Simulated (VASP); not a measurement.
LiGa2:

```
CELL_PARAMETERS angstrom
0.00000 3.88738 3.88738
3.88738 0.00000 3.88738
3.88738 3.88738 0.00000
ATOMIC_POSITIONS crystal
Li 0.00000 0.00000 0.00000
Li 0.25000 0.25000 0.25000
Ga 0.62500 0.62500 0.62500
Ga 0.12500 0.62500 0.62500
Ga 0.62500 0.62500 0.12500
Ga 0.62500 0.12500 0.62500
```

```yaml
Program: VASP 6.6.1
Task: relaxation of cell and atoms
Functional: PBE
Potentials_or_basis: VASP PAW PBE potentials, release 64 (Li_sv, Ga_d)
Cutoff: 600 eV
k_mesh: 8 × 8 × 8
Occupations: gaussian, width 0.1 eV
Spin: no spin polarisation
```

At the start: pressure -2.2 GPa; volume 19.58 Å³/atom.

Task: How do energy, volume and symmetry change on relaxing?

Result: Over 3 steps the energy falls by 8.7 meV/atom and the volume is 18.40 Å³/atom (-6.0 %); space group Fd-3m (No. 227, to 0.1 Å) before and after.

Step by step:
```
step  energy change (eV)  largest force (eV/Å)  pressure (GPa)  volume (Å³)
   1              0.0000                0.0000           -2.21       117.49
   2             -0.0446                0.0000           -0.90       112.96
   3             -0.0521                0.0000           -0.02       110.42
```

Final structure:
```
Li Ga
1.0
     0.00000    3.80774    3.80774
     3.80774    0.00000    3.80774
     3.80774    3.80774    0.00000
Li Ga
2 4
Direct
  0.00000 0.00000 0.00000
  0.25000 0.25000 0.25000
  0.62500 0.62500 0.62500
  0.12500 0.62500 0.62500
  0.62500 0.62500 0.12500
  0.62500 0.12500 0.62500
```

Caveat: the cutoff is under 1.25 times the usual one of these potentials, so pressure, stress and relaxed cells hold a basis-set (Pulay) error.
